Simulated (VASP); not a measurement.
# SnO in VASP: single point with PBE+D3(BJ)

Aim: the single point of SnO with PBE+D3(BJ).

Everything below comes from runs of VASP 6.6.1. Logs are shortened: lines on timing, memory, paths and dates and some standing lists are left out, and cuts for length are marked.

**1. The cell of the first run**

The cell holds a slab with vacuum, 8 atoms: a = 3.820 Å, b = 3.820 Å, c = 22.226 Å, α = 90.00°, β = 90.00°, γ = 90.00°.

**2. Single point, PBE+D3(BJ)**

The input, INCAR:

```
ALGO = Normal
DIPOL = 0.5 0.5 0.395
EDIFF = 1E-6
ENCUT = 520
GGA = PE
GGA_COMPAT = F
IDIPOL = 3
ISIF = 2
ISMEAR = 0
IVDW = 12
LASPH = T
LCHARG = T
LDIPOL = T
LELF = T
LREAL = F
LVACPOTAV = T
LVHAR = T
LWAVE = F
NBANDS = 50
NELM = 120
NELMDL = -8
PREC = Accurate
SIGMA = 0.05
```

The input, KPOINTS:

```
k-points
0
Gamma
  7 7 1
```

The input, POSCAR:

```
SnO
1.0
    3.8201526160      0.0002954389      0.0000000000
   -0.0003145156      3.8201526145      0.0000000000
    0.0000000000      0.0000000000     22.2260756252
Sn O
4 4
Direct
    0.9999453016      0.9999453016      0.2024648920
    0.4999453016      0.4999453016      0.3087831576
    0.4999453016      0.4999453016      0.4820031207
   -0.0000546984     -0.0000546984      0.5883213864
    0.9999461184      0.4999461184      0.2556240248
    0.4999461184      0.9999461184      0.2556240248
    0.4999461184     -0.0000538816      0.5351622535
   -0.0000538816      0.4999461184      0.5351622535
```

Potentials or basis: VASP PAW PBE potentials, release 64 (Sn_d, O).

On the command line:

```
$ cat potpaw_PBE.64/Sn_d/POTCAR potpaw_PBE.64/O/POTCAR > POTCAR
$ mpirun -np 1 vasp_std > vasp.out
```

OUTCAR:

```text
EDIFF = 1E-6
   ENCUT = 520
   GGA = PE
   ISIF = 2
   ISMEAR = 0
   IVDW = 12
   LASPH = T
   LREAL = F
   NELM = 120
   NELMDL = -8
   PREC = Accurate
 IVDW          = 12

 ion  position               nearest neighbor table
   1  1.000  1.000  0.202-   6 2.25   5 2.25   6 2.25   5 2.25   2 3.59   2 3.59   2 3.59   2 3.59

   2  0.500  0.500  0.309-   5 2.25   6 2.25   5 2.25   6 2.25   1 3.59   1 3.59   1 3.59   1 3.59

   3  0.500  0.500  0.482-   8 2.25   7 2.25   8 2.25   7 2.25   4 3.59   4 3.59   4 3.59   4 3.59

   4  1.000  1.000  0.588-   7 2.25   8 2.25   7 2.25   8 2.25   3 3.59   3 3.59   3 3.59   3 3.59

   5  1.000  0.500  0.256-   2 2.25   1 2.25   2 2.25   1 2.25
   6  0.500  1.000  0.256-   1 2.25   2 2.25   1 2.25   2 2.25
   7  0.500  1.000  0.535-   3 2.25   4 2.25   3 2.25   4 2.25
   8  1.000  0.500  0.535-   3 2.25   4 2.25   3 2.25   4 2.25

  LATTYP: Found a simple tetragonal cell.
 ALAT       =     3.8201526274
 C/A-ratio  =     5.8181119429

  Lattice vectors:

 A1 = (   3.8201526160,   0.0002954389,   0.0000000000)
 A2 = (  -0.0003145156,   3.8201526145,   0.0000000000)
 A3 = (   0.0000000000,   0.0000000000,  22.2260756252)

Analysis of symmetry for initial positions (statically):
=====================================================================
 Subroutine PRICEL returns:
 Original cell was already a primitive cell.

 Routine SETGRP: Setting up the symmetry group for a
 simple tetragonal supercell.

 Subroutine GETGRP returns: Found 16 space group operations
 (whereof  2 operations were pure point group operations)
 out of a pool of 16 trial point group operations.

The static configuration has the point symmetry C_1h.
 The point group associated with its full space group is D_4h.

Analysis of symmetry for dynamics (positions and initial velocities):
=====================================================================
 Subroutine PRICEL returns:
 Original cell was already a primitive cell.

 Routine SETGRP: Setting up the symmetry group for a
 simple tetragonal supercell.

 Subroutine GETGRP returns: Found 16 space group operations
 (whereof  2 operations were pure point group operations)
 out of a pool of 16 trial point group operations.

The dynamic configuration has the point symmetry C_1h.
 The point group associated with its full space group is D_4h.

 Subroutine INISYM returns: Found 16 space group operations
 (whereof  2 operations are pure point group operations),
 and found     1 'primitive' translations

----------------------------------------------------------------------------------------

                                     Primitive cell

  volume of cell :     324.3577

  direct lattice vectors                    reciprocal lattice vectors
     3.820152616  0.000295439  0.000000000     0.261769645  0.000021552  0.000000000
    -0.000314516  3.820152614  0.000000000    -0.000020244  0.261769645  0.000000000
     0.000000000  0.000000000 22.226075625     0.000000000  0.000000000  0.044992198

  length of vectors
     3.820152627  3.820152627 22.226075625     0.261769646  0.261769646  0.044992198

  position of ions in fractional coordinates (direct lattice)
     0.999945302  0.999945302  0.202464892
     0.499945302  0.499945302  0.308783158
     0.499945302  0.499945302  0.482003121
     0.999945302  0.999945302  0.588321386
     0.999946118  0.499946118  0.255624025
     0.499946118  0.999946118  0.255624025
     0.499946118  0.999946118  0.535162253
     0.999946118  0.499946118  0.535162253

  ion indices of the primitive-cell ions
   primitive index   ion index
                 1           1
                 2           2
                 3           3
                 4           4
                 5           5
                 6           6
                 7           7
                 8           8

----------------------------------------------------------------------------------------

 KPOINTS: k-points

Automatic generation of k-mesh.
 Grid dimensions read from file:
 generate k-points for:    7    7    1

 Generating k-lattice:

  Cartesian coordinates                     Fractional coordinates (reciprocal lattice)
     0.037395664  0.000003079  0.000000000     0.142857143 -0.000000000  0.000000000
    -0.000002892  0.037395664  0.000000000     0.000000000  0.142857143  0.000000000
     0.000000000  0.000000000  0.044992198     0.000000000  0.000000000  1.000000000

  Length of vectors
     0.037395664  0.037395664  0.044992198

  Shift w.r.t. Gamma in fractional coordinates (k-lattice)
     0.000000000  0.000000000  0.000000000

 Subroutine IBZKPT returns following result:
 ===========================================

 Found     10 irreducible k-points:

 Following reciprocal coordinates:
            Coordinates               Weight
  0.000000  0.000000  0.000000      1.000000
  0.142857  0.000000  0.000000      4.000000
  0.285714  0.000000  0.000000      4.000000
  0.428571  0.000000  0.000000      4.000000
  0.142857  0.142857  0.000000      4.000000
  0.285714  0.142857  0.000000      8.000000
  0.428571  0.142857  0.000000      8.000000
  0.285714  0.285714  0.000000      4.000000
  0.428571  0.285714  0.000000      8.000000
  0.428571  0.428571  0.000000      4.000000
   k-points           NKPTS =     10   k-points in BZ     NKDIM =     10   number of bands    NBANDS=     50
   number of dos      NEDOS =    301   number of ions     NIONS =      8
   total plane-waves  NPLWV = 131712
   dimension x,y,z NGX =    28 NGY =   28 NGZ =  168
   dimension x,y,z NGXF=    56 NGYF=   56 NGZF=  336
   ions per type =               4   4
   NGX,Y,Z   is equivalent  to a cutoff of  12.19, 12.19, 12.57 a.u.
   NGXF,Y,Z  is equivalent  to a cutoff of  24.37, 24.37, 25.13 a.u.
 SYSTEM =  unknown system
   PREC   = accura    normal or accurate (medium, high low for compatibility)
   ISTART =      0    job   : 0-new  1-cont  2-samecut
   ICHARG =      2    charge: 1-file 2-atom 10-const
   ISPIN  =      1    spin polarized calculation?
   LNONCOLLINEAR =      F non collinear calculations
   LSORBIT =      F    spin-orbit coupling
   LASPH  =      T    aspherical Exc in radial PAW
   ENCUT  =  520.0 eV  38.22 Ry    6.18 a.u.   7.10  7.10 41.33*2*pi/ulx,y,z
   NELM   =    120;   NELMIN=  2; NELMDL= -8     # of ELM steps
   EDIFF  = 0.1E-05   stopping-criterion for ELM
   LREAL  =      F    real-space projection
   EDIFFG = 0.1E-04   stopping-criterion for IOM
   NSW    =      0    number of steps for IOM
   IBRION =     -1    ionic relax: 0-MD 1-quasi-New 2-CG
   NFREE  =      0    steps in history (QN), initial steepest desc. (CG)
   ISIF   =      2    stress and relaxation
   ISYM   =      2    0-nonsym 1-usesym 2-fastsym
   POTIM  = 0.5000    time-step for ionic-motion
   TEBEG  =    0.0;   TEEND  =   0.0 temperature during run
   PSTRESS=    0.0 pullay stress
   NELECT =      80.0000    total number of electrons
   NUPDOWN=      -1.0000    fix difference up-down
   EMIN   =  10.00;   EMAX   =-10.00  energy-range for DOS
   EFERMI =   0.00;   METHOD = LEGACY
   ISMEAR =     0;   SIGMA  =   0.05  broadening in eV -4-tet -1-fermi 0-gaus
   EFERMI_NEDOS =   21; number of points for ismear=-14 and -15
   IALGO  =     38    algorithm
   IMIX   =      4    mixing-type and parameters
     AMIX     =   0.40;   BMIX     =  1.00
     AMIX_MAG =   1.60;   BMIX_MAG =  1.00
  volume/ion in A,a.u.               =      40.54       273.61
  Fermi-wavevector in a.u.,A,eV,Ry     =   1.026668  1.940121 14.341187  1.054047
  Thomas-Fermi vector in A             =   2.160573
   LORBIT       =      0    0 simple, 1 ext, 2 COOP (PROOUT), +10 PAW based schemes
   GGA     = PE    functional components
   LHFCALC =     F    Hartree Fock is set to
   AEXX    =    0.0000 exact exchange contribution
   IVDW    =    12    specifies the selected vdW correction
   LEPSILON=     F    determine dielectric tensor
   LRPA    =     F    only Hartree local field effects (RPA)
 non-spin polarized calculation
 Gauss-broadening in eV      SIGMA  =   0.05
  energy-cutoff  :      520.00
  volume of cell :      324.36
 maximum number of plane-waves:      8769
   NGX = 15   NGY = 15   NGZ = 83

 dipolmoment           0.000000      0.000000      0.000025 electrons x Angstroem

 number of electron      79.9999968 magnetization

 dipolmoment           0.000000      0.000000     -0.000003 electrons x Angstroem

 Free energy of the ion-electron system (eV)
  ---------------------------------------------------
  ext. energy  EPLUGINS =         0.00000000
  ---------------------------------------------------
  free energy    TOTEN  =       -45.02172650 eV

  energy without entropy =      -45.02172650  energy(sigma->0) =      -45.02172650

 E-fermi :   0.2032     XC(G=0):  -5.2621

 val. band max:       -0.0308194014   @ k =   0.1429   0.1429   0.0000
 cond. band min:       2.0220824622   @ k =   0.4286   0.0000   0.0000
 fundamental gap:      2.0529018637
 Fermi energy:         0.2031942580

 k-point     1 :       0.0000    0.0000    0.0000
  band No.  band energies     occupation
      1     -21.0279      2.00000
      2     -21.0276      2.00000
      3     -20.6676      2.00000
      4     -20.6672      2.00000
      5     -20.6335      2.00000
      6     -20.6335      2.00000
[... 42 lines left out ...]
     49       5.2846      0.00000
     50       5.2847      0.00000

 k-point     2 :       0.1429    0.0000    0.0000
  band No.  band energies     occupation
      1     -21.0191      2.00000
      2     -21.0187      2.00000
      3     -20.6686      2.00000
      4     -20.6680      2.00000
      5     -20.6349      2.00000
      6     -20.6332      2.00000
[... 416 lines left out ...]
 k-point    10 :       0.4286    0.4286    0.0000
  band No.  band energies     occupation
      1     -20.9712      2.00000
      2     -20.9693      2.00000
      3     -20.9575      2.00000
      4     -20.9555      2.00000
      5     -20.6345      2.00000
      6     -20.6338      2.00000
[... 42 lines left out ...]
     49       5.7149      0.00000
     50       6.0034      0.00000

------------------------ aborting loop because EDIFF is reached ----------------------------------------

 Edisp (eV)   -1.26719

 E8    (eV) :    -0.5598

  FORCE on cell =-STRESS in cart. coord.  units (eV):
  Direction    XX          YY          ZZ          XY          YZ          ZX
  --------------------------------------------------------------------------------------
  -------------------------------------------------------------------------------------
  Total       0.45670     0.45670     1.50609    -0.00000     0.00000    -0.00000
  in kB       2.25591     2.25591     7.43939    -0.00001     0.00000    -0.00000
  external pressure =        3.98 kB  Pullay stress =        0.00 kB

 VOLUME and BASIS-vectors are now :
 -----------------------------------------------------------------------------
  energy-cutoff  :      520.00
  volume of cell :      324.36
      direct lattice vectors                 reciprocal lattice vectors
     3.820152616  0.000295439  0.000000000     0.261769645  0.000021552  0.000000000
    -0.000314516  3.820152614  0.000000000    -0.000020244  0.261769645  0.000000000
     0.000000000  0.000000000 22.226075625     0.000000000  0.000000000  0.044992198

 POSITION                                       TOTAL-FORCE (eV/Angst)
 -----------------------------------------------------------------------------------
      3.81963      3.82024      4.50000        -0.000000     -0.000000     -0.082867
      1.90971      1.91002      6.86304        -0.000000     -0.000000     -0.199468
      1.90971      1.91002     10.71304        -0.000000     -0.000000      0.199468
      3.81963      3.82024     13.07608        -0.000000     -0.000000      0.082867
      3.81979      1.91017      5.68152         0.000000      0.000000     -0.014415
      1.90956      3.82009      5.68152        -0.000000      0.000000     -0.014415
      1.90956      3.82009     11.89456         0.000000     -0.000000      0.014415
      3.81979      1.91017     11.89456         0.000000     -0.000000      0.014415
 -----------------------------------------------------------------------------------
    total drift:                               -0.013975     -0.013977     -0.000212

  FREE ENERGIE OF THE ION-ELECTRON SYSTEM (eV)
  ---------------------------------------------------
  free  energy   TOTEN  =       -46.2889127418 eV

  energy  without entropy=      -46.2889127418  energy(sigma->0) =      -46.28891274

 vacuum level on the upper side and lower side of the slab         4.959         4.959
```

It took 7.3 min on 1 thread of Oxide Virtual Turin-like, shared host; peak memory 0.37 GiB.

What came out:

* Free energy: -46.2889 eV
* Largest force: 0.199 eV/Å
* Band gap on the k mesh: 2.05 eV (least direct gap 2.27 eV)
* Dispersion energy per atom: -0.158 eV

Forces in eV/Å, atoms in the order of the input:
```
Sn   0.000  0.000 -0.083
Sn   0.000  0.000 -0.199
Sn   0.000  0.000  0.199
Sn   0.000  0.000  0.083
O    0.000  0.000 -0.014
O    0.000  0.000 -0.014
O    0.000  0.000  0.014
O    0.000  0.000  0.014
```

Caveat: spin-orbit coupling is left out, which moves the levels of the heavy elements.
